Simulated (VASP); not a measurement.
## TaN: single point with LDA

TaN:

```
Ta N
1.0
     0.00000    2.17384    2.17384
     2.17384    0.00000    2.17384
     2.17384    2.17384    0.00000
Ta N
1 1
Direct
  0.49891 0.50109 0.50109
  0.01403 0.98597 0.98597
```

This cell differs from its parent crystal: mode 4 frozen in at -0.061 Å and mode 6 at +0.000 Å (largest displacements).

```json
{
 "Program": "VASP 6.6.1",
 "Task": "single point",
 "Functional": "LDA",
 "Potentials or basis": "VASP PAW LDA potentials, release 64 (Ta_pv, N)",
 "Cutoff": "520 eV",
 "k mesh": "18 × 18 × 18",
 "Occupations": "gaussian, width 0.15 eV",
 "Spin": "no spin polarisation"
}
```

```
Pressure               : 3.0 GPa
Largest force          : 0.599 eV/Å
Band gap on the k mesh : zero (band 8 reaches 11.76 eV, above the bottom of band 9 at 7.72 eV)
```

Forces on the atoms (eV/Å):
```
Ta  -0.599  0.000  0.000
N    0.599  0.000  0.000
```

Stress tensor (GPa, compression positive):
```
4.65 0.00 0.00
0.00 2.22 0.00
0.00 0.00 2.22
```

Levels at points of the mesh, in eV from the Fermi level:
```
           k point  band 4  band 5  band 6  band 7  band 8  band 9  band 10  band 11  band 12  band 13
(0.00, 0.00, 0.00)  -18.89   -4.00   -4.00   -3.97   -2.22   -2.07    -2.07     0.02     0.16     2.03
(0.50, 0.00, 0.00)  -15.57  -10.61   -7.81   -7.80    1.97    2.00     2.10     4.04     7.79     7.94
(0.50, 0.50, 0.00)  -17.60   -6.60   -5.93   -4.66   -4.40    2.21     3.73     3.74     4.97     7.18
(0.00, 0.50, 0.50)  -17.60   -6.58   -5.71   -4.64   -4.64    2.18     3.73     3.73     4.93     6.97
```

Run time: 64 s on 1 thread of AMD EPYC 9R45 96-Core Processor (Zen 5), on a shared host, peak memory 0.23 GiB.

Caveat: the cell differs from its parent crystal (mode 4 frozen in at -0.061 Å and mode 6 at +0.000 Å (largest displacements)); spin-orbit coupling is left out, which moves the levels of the heavy elements.
